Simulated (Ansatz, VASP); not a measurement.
## Two plane-wave programs on Bi

The input INCAR:

```
PREC     = Accurate       # precision mode
ENCUT    = 500            # plane-wave cutoff, eV
EDIFF    = 1E-6           # SCF threshold, eV
ISMEAR   = 0              # smearing method
SIGMA    = 0.1            # smearing width, eV
LREAL    = False          # projectors in reciprocal space
LASPH    = True           # aspherical terms in the spheres
NELM     = 120            # most SCF steps
ALGO     = Normal         # electronic algorithm
ISIF     = 2              # what is computed and relaxed
LWAVE    = False          # write WAVECAR
LCHARG   = False          # write CHGCAR
GGA      = CA             # functional
NBANDS   = 22             # bands
GGA_COMPAT= False
```

Contents of KPOINTS:

```
regular mesh
0
Gamma
  2 2 2
```

The input POSCAR:

```
Bi
1.0
    3.4885980000     -3.1325780000      0.0000000000
    3.4885980000      3.1325780000      0.0000000000
   -1.2602350000      0.0000000000      3.1135500000
Bi
2
Direct
    0.2469390000      0.2469390000      0.1426180000
    0.7530610000      0.7530610000      0.8573820000
```

Input for Ansatz:

```yaml
crystal:
  lattice:
    - [3.488598, -3.132578, 0.0]
    - [3.488598, 3.132578, 0.0]
    - [-1.260235, 0.0, 3.11355]
  atoms:
    - { symbol: Bi, position: [0.246939, 0.246939, 0.142618] }
    - { symbol: Bi, position: [0.753061, 0.753061, 0.857382] }
basis:
  ecutwfc: 420
kpoints:
  mp_grid: { grid: [2, 2, 2] }
hamiltonian:
  xc: lda
scf:
  occupations: { method: gaussian, width: 0.1 }
  mixing: { ndim: 1, preconditioner: kerker }
  initial_density: { chi_scale: 0, normalization: atom }
  max_iter: 94
output:
  forces: true
  stress: true
  eigenvalues: true
accuracy: medium
```

Alike in both runs: task single point; functional LDA; k mesh 2 × 2 × 2; occupations gaussian, width 0.1 eV; no spin polarisation.

```csv
,VASP,Ansatz
version,VASP 6.6.1,Ansatz 0.2.0
potentials or method,"VASP PAW LDA potentials, release 64 (Bi_d), cutoff 500 eV","scalar-relativistic, plane waves, PAW"
valence electrons in the cell,30,30
```

|  | VASP | Ansatz | Ansatz less VASP |
| --- | --- | --- | --- |
| gap on the k mesh at the Fermi level (eV) | none | none | - |
| pressure (GPa) | -5.2 | -5.3 | -0.08 |
| traceless stress, the component that is largest in VASP (GPa) | -18.33 | -18.26 | +0.062 |
| rms of the force components (eV/Å) | 0.196 | 0.191 | -0.0048 |

LDA's correlation is that of Perdew and Zunger in VASP and of Perdew and Wang (1992) in Ansatz. Atom by atom the forces differ by 0.006 eV/Å (rms over components). A gap of «none» marks a metal or a gap that the smearing closes.

The k mesh is coarse, so the values compare programs but aren't converged. Spin-orbit coupling is off throughout.
